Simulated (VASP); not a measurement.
# InAs (P6_3/mmc) in VASP: a series of runs, part 2 of 2

VASP 6.6.1. Earlier steps stand in the parts before.

### 4 Relaxation of cell and atoms, PBE

This run uses another cell than the first one, of 20.67 Å³/atom, 0.886 times its volume.

INCAR reads:

```
PREC     = Accurate       # precision mode
ENCUT    = 600            # plane-wave cutoff, eV
EDIFF    = 1E-6           # SCF threshold, eV
ISMEAR   = -1             # smearing method
SIGMA    = 0.02           # smearing width, eV
LREAL    = False          # projectors in reciprocal space
LASPH    = True           # aspherical terms in the spheres
NELM     = 60             # most SCF steps
ALGO     = Normal         # electronic algorithm
ISIF     = 3              # what is computed and relaxed
LWAVE    = False          # write WAVECAR
LCHARG   = False          # write CHGCAR
GGA      = PE             # functional
IBRION   = 2              # ionic algorithm
NSW      = 80             # ionic steps
EDIFFG   = -0.005         # ionic threshold
```

KPOINTS reads:

```
regular mesh
0
Gamma
  12 12 4
```

POSCAR reads:

```
InAs
1.0
    3.8833938000      0.0000000000      0.0000000000
   -1.9416969000      3.3631176837      0.0000000000
    0.0000000000      0.0000000000      6.3299318940
In As
2 2
Direct
    0.0000000000      0.0000000000      0.0000000000
    0.0000000000      0.0000000000      0.5000000000
    0.3333333333      0.6666666667      0.2500000000
    0.6666666667      0.3333333333      0.7500000000
```

Potentials or basis: VASP PAW PBE potentials, release 64 (In_d, As).

Launch:

```
cat potpaw_PBE.64/In_d/POTCAR potpaw_PBE.64/As/POTCAR > POTCAR
mpirun -np 1 vasp_std > vasp.out
```

OUTCAR:

```text
PREC = Accurate
   ENCUT = 600
   EDIFF = 1E-6
   ISMEAR = -1
   LREAL = False
   LASPH = True
   NELM = 60
   ISIF = 3
   GGA = PE
   IBRION = 2
   NSW = 80
   EDIFFG = -0.005

 ion  position               nearest neighbor table
   1  0.000  0.000  0.000-   3 2.74   4 2.74   4 2.74   3 2.74   4 2.74   3 2.74   2 3.16   2 3.16

   2  0.000  0.000  0.500-   3 2.74   4 2.74   4 2.74   3 2.74   4 2.74   3 2.74   1 3.16   1 3.16

   3  0.333  0.667  0.250-   1 2.74   2 2.74   1 2.74   2 2.74   1 2.74   2 2.74
   4  0.667  0.333  0.750-   1 2.74   2 2.74   1 2.74   2 2.74   1 2.74   2 2.74

  LATTYP: Found a hexagonal cell.
 ALAT       =     3.8833938000
 C/A-ratio  =     1.6300000000

  Lattice vectors:

 A1 = (   3.8833938000,   0.0000000000,   0.0000000000)
 A2 = (  -1.9416969000,   3.3631176837,   0.0000000000)
 A3 = (   0.0000000000,   0.0000000000,   6.3299318940)

Analysis of symmetry for initial positions (statically):
=====================================================================
 Subroutine PRICEL returns:
 Original cell was already a primitive cell.

 Routine SETGRP: Setting up the symmetry group for a
 hexagonal supercell.

 Subroutine GETGRP returns: Found 24 space group operations
 (whereof 12 operations were pure point group operations)
 out of a pool of 24 trial point group operations.

The static configuration has the point symmetry D_3d.
 The point group associated with its full space group is D_6h.

Analysis of symmetry for dynamics (positions and initial velocities):
[... 272 lines left out ...]
  ---------------------------------------------------
  free  energy   TOTEN  =       -14.4542782799 eV

  energy  without entropy=      -14.4521521515  energy(sigma->0) =      -14.45321522

 E-fermi :   5.6826     XC(G=0):  -9.9905

 val. band max:        5.6801181960   @ k =   0.5000   0.0000   0.2500
 cond. band min:       5.7175607516   @ k =   0.5000   0.0000   0.5000
 fundamental gap:      0.0374425557
 Fermi energy:         5.6826248936

 k-point     1 :       0.0000    0.0000    0.0000
  band No.  band energies     occupation
      1      -8.7245      2.00000
      2      -8.6567      2.00000
      3      -8.6567      2.00000
      4      -8.5791      2.00000
      5      -8.5791      2.00000
      6      -8.5735      2.00000
[... 589 lines left out ...]
     21       9.3121      0.00000
     22       9.9901      0.00000

 [... further k-points ...]

[... ionic steps 4 to 9 ...]

--------------------------------------- Ionic step       10  -------------------------------------------

 number of electron      35.9999987 magnetization

------------------------ aborting loop because EDIFF is reached ----------------------------------------
[... 71 lines left out ...]
--------------------------------------- Ionic step       12  -------------------------------------------

 number of electron      35.9999987 magnetization

 Free energy of the ion-electron system (eV)
  ---------------------------------------------------
  ext. energy  EPLUGINS =         0.00000000
  ---------------------------------------------------
  free energy    TOTEN  =       -14.46348889 eV

  energy without entropy =      -14.46097827  energy(sigma->0) =      -14.46223358

 E-fermi :   5.7456     XC(G=0): -10.0184

 val. band max:        5.7252502372   @ k =   0.1667   0.0833   0.0000
 cond. band min:       5.7564148856   @ k =   0.2500   0.2500   0.2500
 fundamental gap:      0.0311646484
 Fermi energy:         5.7456448236

 k-point     1 :       0.0000    0.0000    0.0000
  band No.  band energies     occupation
      1      -8.6521      2.00000
      2      -8.5936      2.00000
      3      -8.5936      2.00000
      4      -8.5246      2.00000
      5      -8.5246      2.00000
      6      -8.5136      2.00000
[... 622 lines left out ...]
  FREE ENERGIE OF THE ION-ELECTRON SYSTEM (eV)
  ---------------------------------------------------
  free  energy   TOTEN  =       -14.4634888944 eV

  energy  without entropy=      -14.4609782742  energy(sigma->0) =      -14.46223358

 reached required accuracy - stopping structural energy minimisation
```

CONTCAR:

```text
InAs
   1.00000000000000
     4.0175510922520408    0.0000000000000000    0.0000000000000000
    -2.0087755461260204    3.4793013068933014   -0.0000000000000000
     0.0000000000000000    0.0000000000000000    6.9057552717039270
  In              As
     2     2
Direct
     0.0000000000000000    0.0000000000000000    0.0000000000000000
     0.0000000000000000    0.0000000000000000    0.5000000000000000
     0.3333333332999970    0.6666666667000030    0.2500000000000000
     0.6666666667000030    0.3333333332999970    0.7500000000000000

  0.00000000E+00  0.00000000E+00  0.00000000E+00
  0.00000000E+00  0.00000000E+00  0.00000000E+00
  0.00000000E+00  0.00000000E+00  0.00000000E+00
  0.00000000E+00  0.00000000E+00  0.00000000E+00
```

Run time: 6.9 min. Hardware: 1 thread of AMD EPYC 9R45 (Zen 5), shared host; peak memory 0.28 GiB.

What came out:

```yaml
Free_energy: -14.4635 eV
Relaxed_volume: 24.13 Å³/atom
Relaxed_cell: a = 4.018 Å, b = 4.018 Å, c = 6.906 Å, α = 90.00°, β = 90.00°, γ = 120.00°
Space_group_after_relaxing_to_0.05_Å: P6_3/mmc (No. 194)
Energy_gained_by_relaxing: 142.0 meV/atom
Ionic_steps: 12
Pressure_after_relaxing: 0.0 GPa
Band_gap_on_the_k_mesh: zero (band 18 reaches 6.27 eV, above the bottom of band 19 at 3.40 eV)
```

Step by step:
```
step  energy change (eV)  largest force (eV/Å)  pressure (GPa)  volume (Å³)
   1              0.0000                0.0000           14.04        82.67
   2             -0.4186                0.0000           -4.44       106.25
   3             -0.5587                0.0000           -0.11        96.93
   4             -0.5586                0.0000           -0.29        97.23
   5             -0.5641                0.0000           -0.23        97.02
   6             -0.5677                0.0000           -0.07        96.71
   7             -0.5679                0.0000           -0.03        96.59
   8             -0.5679                0.0000           -0.04        96.62
   9             -0.5679                0.0000           -0.02        96.60
  10             -0.5679                0.0000           -0.01        96.56
  11             -0.5679                0.0000            0.08        96.43
  12             -0.5679                0.0000            0.02        96.53
```

Final structure:
```xyz
4
Lattice="4.0176 0.0000 0.0000 -2.0088 3.4793 0.0000 0.0000 0.0000 6.9058" Properties=species:S:1:pos:R:3 pbc="T T T"
In    0.0000    0.0000    0.0000
In    0.0000    0.0000    3.4529
As    0.0000    2.3195    1.7264
As    2.0088    1.1598    5.1793
```

Caveat: the volume moved by over 15 % at a fixed basis, so the end points are rough; spin-orbit coupling is left out, which moves the levels of the heavy elements.

### 5 Relaxation of cell and atoms, r2SCAN

This run uses another cell than the first one, of 24.11 Å³/atom, 1.034 times its volume.

POSCAR reads:

```
InAs
1.0
    4.0172780614      0.0000000000      0.0000000000
   -2.0086390307      3.4790648553      0.0000000000
    0.0000000000      0.0000000000      6.9008374309
In As
2 2
Direct
    0.0000000000      0.0000000000      0.0000000000
    0.0000000000      0.0000000000      0.5000000000
    0.3333333333      0.6666666667      0.2500000000
    0.6666666667      0.3333333333      0.7500000000
```

INCAR.step1 reads:

```
SYSTEM = InAs
PREC = Accurate ; ENCUT = 600
ISMEAR = -1 ; SIGMA = 0.02
LREAL = .False. ; LASPH = .True.
NELM = 60 ; GGA = PE
ALGO = Normal ; EDIFF = 1E-4
LWAVE = .True. ; LCHARG = .False.
```

INCAR.step2 reads:

```
SYSTEM = InAs
PREC = Accurate ; ENCUT = 600
EDIFF = 1E-6 ; ISMEAR = -1
SIGMA = 0.02 ; LREAL = .False.
LASPH = .True. ; NELM = 60
ALGO = Normal ; ISIF = 3
LWAVE = .False. ; LCHARG = .False.
METAGGA = R2SCAN ; LMIXTAU = .True.
IBRION = 2 ; NSW = 80
EDIFFG = -0.005 ; ISTART = 1
```

KPOINTS reads:

```
Automatic mesh
0
Gamma
  6 6 4
  0 0 0
```

Launch:

```
cat potpaw_PBE.64/In_d/POTCAR potpaw_PBE.64/As/POTCAR > POTCAR
cp INCAR.step1 INCAR
mpirun -np 1 vasp_std > vasp.out
cp INCAR.step2 INCAR
mpirun -np 1 vasp_std > vasp.out
```

Run time: 13 min. Hardware: 1 thread of AMD EPYC 9R45 (Zen 5), shared host; peak memory 0.25 GiB.

It converged, with:

* Free energy: -74.9390 eV
* Relaxed volume: 23.35 Å³/atom
* Relaxed cell: a = 3.967 Å, b = 3.967 Å, c = 6.853 Å, α = 90.00°, β = 90.00°, γ = 120.00°
* Space group after relaxing (to 0.05 Å): P6_3/mmc (No. 194)
* Energy gained by relaxing: 5.1 meV/atom
* Ionic steps: 11
* Pressure after relaxing: 0.0 GPa
* Band gap on the k mesh: zero (band 18 reaches 6.47 eV, above the bottom of band 19 at 3.41 eV)

The path:
| step | energy change (eV) | largest force (eV/Å) | pressure (GPa) | volume (Å³) |
| --- | --- | --- | --- | --- |
| 1 | 0.0000 | 0.0000 | -2.06 | 96.45 |
| 2 | -0.0166 | 0.0000 | 0.97 | 92.19 |
| 3 | -0.0202 | 0.0000 | 0.26 | 93.41 |
| 4 | -0.0200 | 0.0000 | -0.19 | 93.73 |
| 5 | -0.0201 | 0.0000 | -0.16 | 93.59 |
| 6 | -0.0202 | 0.0000 | -0.03 | 93.50 |
| 7 | -0.0204 | 0.0000 | -0.06 | 93.49 |
| 8 | -0.0205 | 0.0000 | -0.06 | 93.48 |
| 9 | -0.0205 | 0.0000 | -0.05 | 93.48 |
| 10 | -0.0205 | 0.0000 | 0.05 | 93.37 |
| 11 | -0.0205 | 0.0000 | -0.01 | 93.41 |

Final structure:
```yaml
crystal:
  lattice:
    - [3.96731, 0.00000, 0.00000]
    - [-1.98365, 3.43579, 0.00000]
    - [0.00000, 0.00000, 6.85295]
  atoms:
    - { symbol: In, position: [0.00000, 0.00000, 0.00000] }
    - { symbol: In, position: [0.00000, 0.00000, 0.50000] }
    - { symbol: As, position: [0.33333, 0.66667, 0.25000] }
    - { symbol: As, position: [0.66667, 0.33333, 0.75000] }
```

Levels at points of the mesh, in eV from the Fermi level:
| k point | band 16 | band 17 | band 18 | band 19 | band 20 | band 21 |
| --- | --- | --- | --- | --- | --- | --- |
| (0.00, 0.00, 0.00) | -0.38 | -0.38 | 0.22 | 0.22 | 2.54 | 5.12 |
| (0.50, 0.00, 0.00) | -3.84 | -2.33 | 0.01 | 1.17 | 2.10 | 2.50 |
| (0.00, 0.00, 0.50) | -0.05 | -0.05 | -0.05 | 2.21 | 2.21 | 5.05 |
| (0.50, 0.00, 0.50) | -1.92 | -1.46 | -1.46 | -0.10 | -0.10 | 3.92 |

Caveat: the PAW data sets were made with another functional, which shifts forces and pressure a little; spin-orbit coupling is left out, which moves the levels of the heavy elements.

### 6 Summary

```csv
task,level,cell,k mesh,cutoff (eV),gap on the mesh (eV),pressure (GPa),relaxed volume (Å³/atom)
single point,r2SCAN,"a = 3.965, b = 3.965, c = 6.849 Å, angles 90.0, 90.0, 120.0°, 4 atoms",6 × 6 × 4,520,none,0.1,-
single point,PBE,"a = 4.017, b = 4.017, c = 6.901 Å, angles 90.0, 90.0, 120.0°, 4 atoms",12 × 12 × 4,520,none,0.0,-
relaxation of cell and atoms,PBE,"relaxed from a = 3.883, b = 3.883, c = 6.330 Å, angles 90.0, 90.0, 120.0°, 4 atoms",12 × 12 × 4,600,none,0.0,24.13
relaxation of cell and atoms,r2SCAN,"relaxed from a = 4.017, b = 4.017, c = 6.901 Å, angles 90.0, 90.0, 120.0°, 4 atoms",6 × 6 × 4,600,none,0.0,23.35
```

Alike in all rows: potentials or basis VASP PAW PBE potentials, release 64 (In_d, As); no spin polarisation; smearing fermi-dirac 0.02 eV.

Caveats: spin-orbit coupling is left out, which moves the levels of the heavy elements; the PAW data sets were made with another functional, which shifts forces and pressure a little (some runs); the volume moved by over 15 % at a fixed basis, so the end points are rough (some runs).

Total energies depend on the potentials used, so only differences within one code and one set of settings carry meaning.
